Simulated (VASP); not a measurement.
# Bi2Se3 in VASP: further runs, part 2 of 2

VASP 6.6.1. Earlier steps stand in the parts before.

### Step 4. Electric field gradients, PBEsol (28.09 Å³/atom)

This run uses another cell than the first one, of 28.09 Å³/atom.

The input, INCAR:

```
  PREC = Accurate
  ENCUT = 520
  EDIFF = 1E-8
  ISMEAR = -1
  SIGMA = 0.03
  LREAL = False
  LASPH = True
  NELM = 100
  ALGO = Normal
  ISIF = 2
  LWAVE = False
  LCHARG = False
  GGA = PS
  LEFG = True
  NBANDS = 32
```

The input, KPOINTS:

```
regular mesh
0
Gamma
  6 6 6
```

The input, POSCAR:

```
Bi2Se3
1.0
    2.0645711538      1.1919807114      9.5134055809
   -2.0645711538      1.1919807114      9.5134055809
    0.0000000000     -2.3839614228      9.5134055809
Bi Se
2 3
Direct
    0.4008000000      0.4008000000      0.4008000000
    0.5992000000      0.5992000000      0.5992000000
    0.0000000000      0.0000000000      0.0000000000
    0.2117000000      0.2117000000      0.2117000000
    0.7883000000      0.7883000000      0.7883000000
```

Potentials or basis: VASP PAW PBE potentials, release 64 (Bi_d, Se).

On the command line:

```
cat potpaw_PBE.64/Bi_d/POTCAR potpaw_PBE.64/Se/POTCAR > POTCAR
mpirun -np 1 vasp_std > vasp.out
```

OUTCAR:

```text
PREC = Accurate
   ENCUT = 520
   EDIFF = 1E-8
   ISMEAR = -1
   LREAL = False
   LASPH = True
   NELM = 100
   ISIF = 2
   GGA = PS

 ion  position               nearest neighbor table
   1  0.401  0.401  0.401-   5 2.84   5 2.84   5 2.84   3 3.06   3 3.06   3 3.06
   2  0.599  0.599  0.599-   4 2.84   4 2.84   4 2.84   3 3.06   3 3.06   3 3.06
   3  0.000  0.000  0.000-   2 3.06   1 3.06   2 3.06   2 3.06   1 3.06   1 3.06
   4  0.212  0.212  0.212-   2 2.84   2 2.84   2 2.84
   5  0.788  0.788  0.788-   1 2.84   1 2.84   1 2.84

  LATTYP: Found a trigonal (rhomboedric) cell.
 ALAT       =     9.8075561590
 COS(alpha) =     0.9113725817

  Lattice vectors:

 A1 = (   2.0645711538,   1.1919807114,   9.5134055809)
 A2 = (  -2.0645711538,   1.1919807114,   9.5134055809)
 A3 = (   0.0000000000,  -2.3839614228,   9.5134055809)

Analysis of symmetry for initial positions (statically):
=====================================================================
 Subroutine PRICEL returns:
 Original cell was already a primitive cell.

 Routine SETGRP: Setting up the symmetry group for a
 trigonal (rhombohedral) supercell.

 Subroutine GETGRP returns: Found 12 space group operations
 (whereof 12 operations were pure point group operations)
 out of a pool of 12 trial point group operations.

The static configuration has the point symmetry D_3d.

Analysis of symmetry for dynamics (positions and initial velocities):
=====================================================================
 Subroutine PRICEL returns:
 Original cell was already a primitive cell.

 Routine SETGRP: Setting up the symmetry group for a
 trigonal (rhombohedral) supercell.

 Subroutine GETGRP returns: Found 12 space group operations
 (whereof 12 operations were pure point group operations)
 out of a pool of 12 trial point group operations.

The dynamic configuration has the point symmetry D_3d.

 Subroutine INISYM returns: Found 12 space group operations
 (whereof 12 operations are pure point group operations),
 and found     1 'primitive' translations

----------------------------------------------------------------------------------------

                                     Primitive cell

  volume of cell :     140.4709

  direct lattice vectors                    reciprocal lattice vectors
     2.064571154  1.191980711  9.513405581     0.242181045  0.139823292  0.035038276
    -2.064571154  1.191980711  9.513405581    -0.242181045  0.139823292  0.035038276
     0.000000000 -2.383961423  9.513405581     0.000000000 -0.279646583  0.035038276

  length of vectors
     9.807556159  9.807556159  9.807556159     0.281833093  0.281833093  0.281833093

  position of ions in fractional coordinates (direct lattice)
     0.400800000  0.400800000  0.400800000
     0.599200000  0.599200000  0.599200000
     0.000000000  0.000000000  0.000000000
     0.211700000  0.211700000  0.211700000
     0.788300000  0.788300000  0.788300000

  ion indices of the primitive-cell ions
   primitive index   ion index
[... 90 lines left out ...]
   EMIN   =  10.00;   EMAX   =-10.00  energy-range for DOS
   EFERMI =   0.00;   METHOD = LEGACY
   ISMEAR =    -1;   SIGMA  =   0.03  broadening in eV -4-tet -1-fermi 0-gaus
   EFERMI_NEDOS =   21; number of points for ismear=-14 and -15
   IALGO  =     38    algorithm
   IMIX   =      4    mixing-type and parameters
     AMIX     =   0.40;   BMIX     =  1.00
     AMIX_MAG =   1.60;   BMIX_MAG =  1.00
  volume/ion in A,a.u.               =      28.09       189.59
  Fermi-wavevector in a.u.,A,eV,Ry     =   1.144528  2.162845 17.822878  1.309945
  Thomas-Fermi vector in A             =   2.281220
   LORBIT       =      0    0 simple, 1 ext, 2 COOP (PROOUT), +10 PAW based schemes
   GGA     = PS    functional components
   LHFCALC =     F    Hartree Fock is set to
   AEXX    =    0.0000 exact exchange contribution
   IVDW    =     0    specifies the selected vdW correction
   LEPSILON=     F    determine dielectric tensor
   LRPA    =     F    only Hartree local field effects (RPA)
 non-spin polarized calculation
  energy-cutoff  :      520.00
  volume of cell :      140.47
 maximum number of plane-waves:      3833
 NGX is ok and might be reduce to    80
   NGX = 37   NGY = 37   NGZ = 37

 number of electron      47.9999997 magnetization

 Free energy of the ion-electron system (eV)
  ---------------------------------------------------
  ext. energy  EPLUGINS =         0.00000000
  ---------------------------------------------------
  free energy    TOTEN  =       -22.04910894 eV

  energy without entropy =      -22.04892858  energy(sigma->0) =      -22.04901876

 E-fermi :   5.0138     XC(G=0):  -9.7268

 val. band max:        4.9471356625   @ k =   0.0000   0.0000   0.0000
 cond. band min:       5.0805060751   @ k =   0.0000   0.0000   0.0000
 fundamental gap:      0.1333704126
 Fermi energy:         5.0138144290

 k-point     1 :       0.0000    0.0000    0.0000
  band No.  band energies     occupation
      1     -18.0972      2.00000
      2     -18.0972      2.00000
      3     -18.0952      2.00000
      4     -18.0952      2.00000
      5     -18.0856      2.00000
      6     -18.0829      2.00000
[... 829 lines left out ...]
     31       9.9131      0.00000
     32      11.3277      0.00000

 [... further k-points ...]
[... 5 lines left out ...]
  --------------------------------------------------------------------------------------
  -------------------------------------------------------------------------------------
  Total        0.2952854      0.2952854      0.3222697      0.0000000     -0.0000000      0.0000000
  in kB        3.3679543      3.3679543      3.6757308      0.0000000     -0.0000000      0.0000000
  external PRESSURE =       3.4705465 kB  Pullay stress =       0.0000000 kB

 VOLUME and BASIS-vectors are now :
 -----------------------------------------------------------------------------
  energy-cutoff  :      520.00
  volume of cell :      140.47
      direct lattice vectors                 reciprocal lattice vectors
     2.064571154  1.191980711  9.513405581     0.242181045  0.139823292  0.035038276
    -2.064571154  1.191980711  9.513405581    -0.242181045  0.139823292  0.035038276
     0.000000000 -2.383961423  9.513405581     0.000000000 -0.279646583  0.035038276

 POSITION                                       TOTAL-FORCE (eV/Angst)
 -----------------------------------------------------------------------------------
      0.00000      0.00000     11.43892         0.000000      0.000000     -0.223154
      0.00000      0.00000     17.10130         0.000000      0.000000      0.223154
      0.00000      0.00000      0.00000        -0.000000      0.000000      0.000000
      0.00000      0.00000      6.04196         0.000000      0.000000     -0.177083
      0.00000      0.00000     22.49825         0.000000     -0.000000      0.177083
 -----------------------------------------------------------------------------------
    total drift:                                0.000000      0.000000     -0.000000

  FREE ENERGIE OF THE ION-ELECTRON SYSTEM (eV)
  ---------------------------------------------------
  free  energy   TOTEN  =       -22.0491089410 eV

  energy  without entropy=      -22.0489285803  energy(sigma->0) =      -22.04901876

 Electric field gradients (V/A^2)
---------------------------------------------------------------------
 ion       V_xx      V_yy      V_zz      V_xy      V_xz      V_yz
---------------------------------------------------------------------
   1      -1.851    -1.851     3.703    -0.000    -0.000     0.000
   2      -1.851    -1.851     3.703    -0.000     0.000     0.000
   3     -36.447   -36.447    72.895    -0.000     0.000     0.000
   4       6.628     6.628   -13.256    -0.000    -0.000     0.000
   5       6.628     6.628   -13.256     0.000     0.000     0.000
---------------------------------------------------------------------

 Electric field gradients after diagonalization (V/A^2)
 (convention: |V_zz| > |V_xx| > |V_yy|)
----------------------------------------------------------------------
 ion       V_xx      V_yy      V_zz     asymmetry (V_yy - V_xx)/ V_zz
----------------------------------------------------------------------
   1      -1.851    -1.851     3.703       0.000
   2      -1.851    -1.851     3.703       0.000
   3     -36.447   -36.447    72.895       0.000
   4       6.628     6.628   -13.256       0.000
   5       6.628     6.628   -13.256       0.000
----------------------------------------------------------------------

           NMR quadrupolar parameters

 Cq : quadrupolar parameter    Cq=e*Q*V_zz/h
 eta: asymmetry parameters     (V_yy - V_xx)/ V_zz
 Q  : nuclear electric quadrupole moment in mb (millibarn)
----------------------------------------------------------------------
 ion       Cq(MHz)       eta       Q (mb)
----------------------------------------------------------------------
   1       0.009       0.000       1.000
   2       0.009       0.000       1.000
   3       0.176       0.000       1.000
   4      -0.032       0.000       1.000
   5      -0.032       0.000       1.000
----------------------------------------------------------------------
```

stdout:

```text
POSCAR found type information on POSCAR BiSe
 POSCAR found :  2 types and       5 ions
 scaLAPACK will be used
 -----------------------------------------------------------------------------
|                                                                             |
|                                                                             |
|     You enforced a specific xc type in the INCAR file but a different       |
|     I HOPE YOU KNOW WHAT YOU ARE DOING!                                     |
|                                                                             |
 -----------------------------------------------------------------------------

 LDA part: xc-table for (Slater+PW92), standard interpolation
 POSCAR, INCAR and KPOINTS ok, starting setup
 FFT: planning ... GRIDC
 FFT: planning ... GRID_SOFT
 FFT: planning ... GRID
 WAVECAR not read
 entering main loop
ion   1

ion   2

ion   3

ion   4

ion   5
```

Wall time 13 min (1 thread of AMD EPYC 9R45 (Zen 5), shared host); peak memory 0.91 GiB.

What came out:

| Quantity | Value |
| --- | --- |
| Free energy | -22.0491 eV |
| Pressure | 0.3 GPa |
| Largest force | 0.223 eV/Å |
| Band gap on the k mesh | 0.13 eV |
| Largest electric field gradient by atom | Bi +3.7; Se +72.9, -13.3 (each value once) V/Å² |

Forces in eV/Å, atoms in the order of the input:
```
Bi   0.000  0.000 -0.223
Bi   0.000  0.000  0.223
Se   0.000  0.000  0.000
Se   0.000  0.000 -0.177
Se   0.000  0.000  0.177
```

Levels at points of the mesh, in eV from the valence-band top:
```
           k point  band 20  band 21  band 22  band 23  band 24  band 25  band 26  band 27  band 28  band 29
(0.00, 0.00, 0.00)    -1.90    -1.90    -1.23    -1.23     0.00     0.13     1.35     1.35     2.08     2.70
(0.50, 0.00, 0.00)    -3.09    -3.07    -2.21    -1.25    -0.57     0.76     1.89     2.90     3.15     3.95
(0.50, 0.50, 0.00)    -2.63    -1.94    -1.93    -1.67    -1.02     1.27     1.90     2.59     2.97     3.52
(0.50, 0.50, 0.50)    -1.66    -1.59    -1.40    -1.40    -0.47     0.57     1.67     1.67     2.02     2.35
```

Electric field gradients, principal values (V/Å²):
| atom | least | middle | greatest (by size) |
| --- | --- | --- | --- |
| 1 Bi | -1.851 | -1.851 | 3.703 |
| 2 Bi | -1.851 | -1.851 | 3.703 |
| 3 Se | -36.447 | -36.447 | 72.895 |
| 4 Se | 6.628 | 6.628 | -13.256 |
| 5 Se | 6.628 | 6.628 | -13.256 |

Caveat: without QUAD_EFG the Cq values of the log hold for a quadrupole moment of 1 mb, not for the nuclei; the PAW data sets were made with another functional, which shifts forces and pressure a little; spin-orbit coupling is left out, which moves the levels of the heavy elements.

### Step 5. Electric field gradients, PBEsol (zz strain of -2 %)

The input, INCAR:

```
PREC = Accurate ; ENCUT = 520
EDIFF = 1E-8 ; ISMEAR = -1
SIGMA = 0.03 ; LREAL = F
LASPH = T ; NELM = 60
ALGO = Normal ; ISIF = 2
LWAVE = F ; LCHARG = F
GGA = PS ; LEFG = T
NBANDS = 32
```

The input, KPOINTS:

```
Automatic mesh
0
Gamma
  6 6 6
```

Changes to POSCAR since step 4:

```diff
@@ -2,5 +2,5 @@
 1.0
-    2.0645711538      1.1919807114      9.5134055809
-   -2.0645711538      1.1919807114      9.5134055809
-    0.0000000000     -2.3839614228      9.5134055809
+    2.0714992968      1.1959806766      9.3544234000
+   -2.0714992968      1.1959806766      9.3544234000
+    0.0000000000     -2.3919613533      9.3544234000
 Bi Se
```

Potentials or basis: VASP PAW PBE potentials, release 64 (Bi_d, Se).

On the command line:

```
cat potpaw_PBE.64/Bi_d/POTCAR potpaw_PBE.64/Se/POTCAR > POTCAR
mpirun -np 1 vasp_std > vasp.out
```

OUTCAR:

```text
PREC = Accurate
   ENCUT = 520
   EDIFF = 1E-8
   ISMEAR = -1
   LREAL = F
   LASPH = T
   NELM = 60
   ISIF = 2
   GGA = PS

 ion  position               nearest neighbor table
   1  0.401  0.401  0.401-   5 2.83   5 2.83   5 2.83   3 3.05   3 3.05   3 3.05
   2  0.599  0.599  0.599-   4 2.83   4 2.83   4 2.83   3 3.05   3 3.05   3 3.05
   3  0.000  0.000  0.000-   2 3.05   1 3.05   2 3.05   2 3.05   1 3.05   1 3.05
   4  0.212  0.212  0.212-   2 2.83   2 2.83   2 2.83
   5  0.788  0.788  0.788-   1 2.83   1 2.83   1 2.83

  LATTYP: Found a trigonal (rhomboedric) cell.
 ALAT       =     9.6553982964
 COS(alpha) =     0.9079424974

  Lattice vectors:

 A1 = (   2.0714992968,   1.1959806766,   9.3544234000)
 A2 = (  -2.0714992968,   1.1959806766,   9.3544234000)
 A3 = (   0.0000000000,  -2.3919613533,   9.3544234000)

Analysis of symmetry for initial positions (statically):
=====================================================================
 Subroutine PRICEL returns:
 Original cell was already a primitive cell.

 Routine SETGRP: Setting up the symmetry group for a
[... 1046 lines left out ...]
      0.00000     -0.00000      5.94099         0.000000      0.000000     -0.300694
      0.00000     -0.00000     22.12228         0.000000     -0.000000      0.300694
 -----------------------------------------------------------------------------------
    total drift:                                0.000000      0.000000      0.000000

  FREE ENERGIE OF THE ION-ELECTRON SYSTEM (eV)
  ---------------------------------------------------
  free  energy   TOTEN  =       -22.0379739571 eV

  energy  without entropy=      -22.0376523804  energy(sigma->0) =      -22.03781317

 Electric field gradients (V/A^2)
---------------------------------------------------------------------
 ion       V_xx      V_yy      V_zz      V_xy      V_xz      V_yz
---------------------------------------------------------------------
   1       1.257     1.257    -2.515    -0.000     0.000     0.000
   2       1.257     1.257    -2.515    -0.000     0.000     0.000
   3     -30.094   -30.094    60.187    -0.000     0.000     0.000
   4      10.286    10.286   -20.572    -0.000    -0.000     0.000
   5      10.286    10.286   -20.572    -0.000    -0.000     0.000
---------------------------------------------------------------------

 Electric field gradients after diagonalization (V/A^2)
 (convention: |V_zz| > |V_xx| > |V_yy|)
----------------------------------------------------------------------
 ion       V_xx      V_yy      V_zz     asymmetry (V_yy - V_xx)/ V_zz
----------------------------------------------------------------------
   1       1.257     1.257    -2.515       0.000
   2       1.257     1.257    -2.515       0.000
   3     -30.094   -30.094    60.187       0.000
   4      10.286    10.286   -20.572       0.000
   5      10.286    10.286   -20.572       0.000
----------------------------------------------------------------------

           NMR quadrupolar parameters

 Cq : quadrupolar parameter    Cq=e*Q*V_zz/h
 eta: asymmetry parameters     (V_yy - V_xx)/ V_zz
 Q  : nuclear electric quadrupole moment in mb (millibarn)
----------------------------------------------------------------------
 ion       Cq(MHz)       eta       Q (mb)
----------------------------------------------------------------------
   1      -0.006       0.000       1.000
   2      -0.006       0.000       1.000
   3       0.146       0.000       1.000
   4      -0.050       0.000       1.000
   5      -0.050       0.000       1.000
----------------------------------------------------------------------
```

OSZICAR:

```text
N       E                     dE             d eps       ncg     rms          rms(c)
DAV:   1     0.469599268499E+03    0.46960E+03   -0.22668E+04  2048   0.156E+03
DAV:   2     0.322962566090E+02   -0.43730E+03   -0.42020E+03  2088   0.417E+02
DAV:   3    -0.205377660387E+02   -0.52834E+02   -0.50337E+02  2696   0.151E+02
DAV:   4    -0.226724497201E+02   -0.21347E+01   -0.21238E+01  2264   0.315E+01
DAV:   5    -0.227495201020E+02   -0.77070E-01   -0.77059E-01  2952   0.626E+00    0.514E+00
DAV:   6    -0.220431535139E+02    0.70637E+00   -0.91489E-01  2896   0.710E+00    0.323E+00
DAV:   7    -0.220371181882E+02    0.60353E-02   -0.31135E-01  2320   0.237E+00    0.164E+00
DAV:   8    -0.220382290069E+02   -0.11108E-02   -0.39166E-02  2624   0.104E+00    0.518E-01
DAV:   9    -0.220378739995E+02    0.35501E-03   -0.18259E-03  2632   0.392E-01    0.111E-01
DAV:  10    -0.220379463812E+02   -0.72382E-04   -0.87213E-04  2336   0.147E-01    0.491E-02
DAV:  11    -0.220379617449E+02   -0.15364E-04   -0.82513E-05  2424   0.594E-02    0.282E-02
DAV:  12    -0.220379736673E+02   -0.11922E-04   -0.28391E-05  2320   0.257E-02    0.643E-03
DAV:  13    -0.220379740467E+02   -0.37936E-06   -0.24225E-06  2856   0.133E-02    0.341E-03
DAV:  14    -0.220379739836E+02    0.63050E-07   -0.39621E-07  2400   0.339E-03    0.921E-04
DAV:  15    -0.220379739499E+02    0.33665E-07   -0.45395E-08  2128   0.143E-03    0.287E-04
DAV:  16    -0.220379739571E+02   -0.71650E-08   -0.75591E-09  1640   0.651E-04
   1 F= -.22037974E+02 E0= -.22037813E+02  d E =-.321577E-03
```

stdout:

```text
POSCAR found type information on POSCAR BiSe
 POSCAR found :  2 types and       5 ions
 scaLAPACK will be used
 -----------------------------------------------------------------------------
|                                                                             |
|                                                                             |
|     You enforced a specific xc type in the INCAR file but a different       |
|     I HOPE YOU KNOW WHAT YOU ARE DOING!                                     |
|                                                                             |
 -----------------------------------------------------------------------------

 LDA part: xc-table for (Slater+PW92), standard interpolation
 POSCAR, INCAR and KPOINTS ok, starting setup
 FFT: planning ... GRIDC
 FFT: planning ... GRID_SOFT
 FFT: planning ... GRID
 WAVECAR not read
 entering main loop
ion   1

ion   2

ion   3

ion   4

ion   5
```

Run time: 16 min. Hardware: 1 thread of Intel Xeon 8259CL, shared host; peak memory 0.75 GiB.

Results:

```yaml
Free_energy: -22.0380 eV
Pressure: 1.0 GPa
Largest_force: 0.301 eV/Å
Band_gap_on_the_k_mesh: 0.06 eV
Largest_electric_field_gradient_by_atom: Bi -2.5; Se +60.2, -20.6 (each value once) V/Å²
```

Forces on the atoms (eV/Å):
```
Bi   0.000  0.000 -0.234
Bi   0.000  0.000  0.234
Se   0.000  0.000  0.000
Se   0.000  0.000 -0.301
Se   0.000  0.000  0.301
```

Electric field gradients, principal values (V/Å²):
| atom | least | middle | greatest (by size) |
| --- | --- | --- | --- |
| 1 Bi | 1.257 | 1.257 | -2.515 |
| 2 Bi | 1.257 | 1.257 | -2.515 |
| 3 Se | -30.094 | -30.094 | 60.187 |
| 4 Se | 10.286 | 10.286 | -20.572 |
| 5 Se | 10.286 | 10.286 | -20.572 |

Caveat: the cell differs from its parent crystal (zz strain of -2 %); without QUAD_EFG the Cq values of the log hold for a quadrupole moment of 1 mb, not for the nuclei; the PAW data sets were made with another functional, which shifts forces and pressure a little; spin-orbit coupling is left out, which moves the levels of the heavy elements.

### Step 6. Summary

| cell | gap on the mesh (eV) | pressure (GPa) | largest force (eV/Å) |
| --- | --- | --- | --- |
| a = 9.875, b = 9.830, c = 9.817 Å, angles 24.2, 24.4, 24.3°, 5 atoms | 0.14 | -0.3 | 0.19 |
| a = 9.707 Å, angles 24.3°, 5 atoms | 0.11 | 2.5 | 0.43 |
| a = 9.808 Å, angles 24.3°, 5 atoms | 0.13 | 0.3 | 0.22 |
| a = 9.655 Å, angles 24.8°, 5 atoms | 0.06 | 1.0 | 0.30 |

Alike in all rows: task electric field gradients; level PBEsol; potentials or basis VASP PAW PBE potentials, release 64 (Bi_d, Se); no spin polarisation; k mesh 6 × 6 × 6; cutoff (eV) 520; smearing fermi-dirac 0.03 eV.

Caveats: the PAW data sets were made with another functional, which shifts forces and pressure a little; spin-orbit coupling is left out, which moves the levels of the heavy elements.

Total energies depend on the potentials used, so only differences within one code and one set of settings carry meaning.
